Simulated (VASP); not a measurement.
Write the native input for VASP 6.6.1 that does the following.

```yaml
Task: relaxation of cell and atoms
Functional: PBE
Potentials_or_basis: VASP PAW PBE potentials, release 64 (Hf_pv, Si, O)
Cutoff: 600 eV
k_mesh: 4 × 4 × 4
Occupations: gaussian, width 0.1 eV
Spin: no spin polarisation
Dipole_correction: no
Further_INCAR_settings: ALGO = Normal; EDIFF = 1e-06; IBRION = 2; EDIFFG = -0.05; NSW = 100; ISIF = 3
```

The structure of HfSiO4 lies in POSCAR:

```
HfSiO4
1.0
   -3.2767016800      3.2767016800      2.9822469600
    3.2767016800     -3.2767016800      2.9822469600
    3.2767016800      3.2767016800     -2.9822469600
Hf Si O
2 2 8
Direct
    0.0000000000      0.0000000000      0.0000000000
    0.7500000000      0.2500000000      0.5000000000
    0.2500000000      0.7500000000      0.5000000000
    0.5000000000      0.5000000000      0.0000000000
    0.1340875500      0.3192007700      0.8148867800
    0.0692007700      0.7543139900      0.6851132200
    0.0692007700      0.3840875500      0.3148867800
    0.5043139900      0.3192007700      0.1851132200
    0.6807992300      0.4956860100      0.8148867800
    0.6159124500      0.9307992300      0.6851132200
    0.2456860100      0.9307992300      0.3148867800
    0.6807992300      0.8659124500      0.1851132200
```

One way to write it, as run:

INCAR

```
  ALGO = Normal
  EDIFF = 1E-6
  EDIFFG = -0.05
  ENCUT = 600
  GGA = PE
  IBRION = 2
  ISIF = 3
  ISMEAR = 0
  LASPH = T
  LCHARG = F
  LREAL = F
  LWAVE = F
  NELM = 100
  NSW = 100
  PREC = Accurate
  SIGMA = 0.1
```

KPOINTS

```
k-points
0
Gamma
  4 4 4
```

Potentials or basis: VASP PAW PBE potentials, release 64 (Hf_pv, Si, O).

Run with:

```sh
$ cat potpaw_PBE.64/Hf_pv/POTCAR potpaw_PBE.64/Si/POTCAR potpaw_PBE.64/O/POTCAR > POTCAR
$ mpirun -np 1 vasp_std > vasp.out
```

It gave:

```yaml
Relaxed_volume: 10.95 Å³/atom
Relaxed_cell: a = 5.559 Å, b = 5.559 Å, c = 5.559 Å, α = 107.01°, β = 107.01°, γ = 114.52°
Space_group_after_relaxing_to_0.1_Å: I4_1/amd (No. 141)
Energy_gained_by_relaxing: 5.6 meV/atom
Ionic_steps: 6
Pressure_after_relaxing: 0.0 GPa
Largest_force_after_relaxing: 0.042 eV/Å
Band_gap_on_the_k_mesh: 5.34 eV (least direct gap 5.71 eV)
```

Caveat: spin-orbit coupling is left out, which moves the levels of the heavy elements; the relaxation stopped at a loose force limit of 0.05 eV/Å, so its end isn't a converged minimum.

Run time: 4.8 min on 1 thread of Intel(R) Xeon(R) Platinum 8488C (Sapphire Rapids), on a shared host, peak memory 0.37 GiB.
